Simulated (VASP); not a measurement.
Here is a VASP 6.6.1 calculation.

INCAR

```
SYSTEM = As
PREC = Accurate ; ENCUT = 500
EDIFF = 1E-7 ; ISMEAR = -1
SIGMA = 0.1 ; LREAL = .FALSE.
LASPH = .TRUE. ; NELM = 120
ALGO = Normal ; ISIF = 3
LWAVE = .FALSE. ; LCHARG = .FALSE.
GGA = PS ; IBRION = 2
NSW = 80 ; EDIFFG = -0.01
GGA_COMPAT = .FALSE. ; NELMIN = 4
```

Contents of KPOINTS:

```
regular mesh
0
G
  9 9 9
  0 0 0
```

POSCAR

```
As
1.0
    0.0000000000      2.2100000000      2.2100000000
    2.2100000000      0.0000000000      2.2100000000
    2.2100000000      2.2100000000      0.0000000000
As
1
Direct
    0.0000000000      0.0000000000      0.0000000000
```

Potentials or basis: VASP PAW PBE potentials, release 64 (As).

The run is started by

```sh
$ cat potpaw_PBE.64/As/POTCAR > POTCAR
$ mpirun -np 1 vasp_std > vasp.out
```

Task: What does it give for the relaxed cell?

Result: a = 2.968 Å, b = 2.968 Å, c = 2.968 Å, α = 60.00°, β = 60.00°, γ = 60.00°.

Task: Predict the space group after relaxing (to 0.1 Å).

Result: Fm-3m (No. 225).

Step by step:
| step | energy change (eV) | largest force (eV/Å) | pressure (GPa) | volume (Å³) |
| --- | --- | --- | --- | --- |
| 1 | 0.0000 | 0.0000 | -10.07 | 21.59 |
| 2 | -0.0987 | 0.0000 | 4.82 | 17.62 |
| 3 | -0.1113 | 0.0000 | 0.02 | 18.49 |

Caveat: the PAW data sets were made with another functional, which shifts forces and pressure a little.
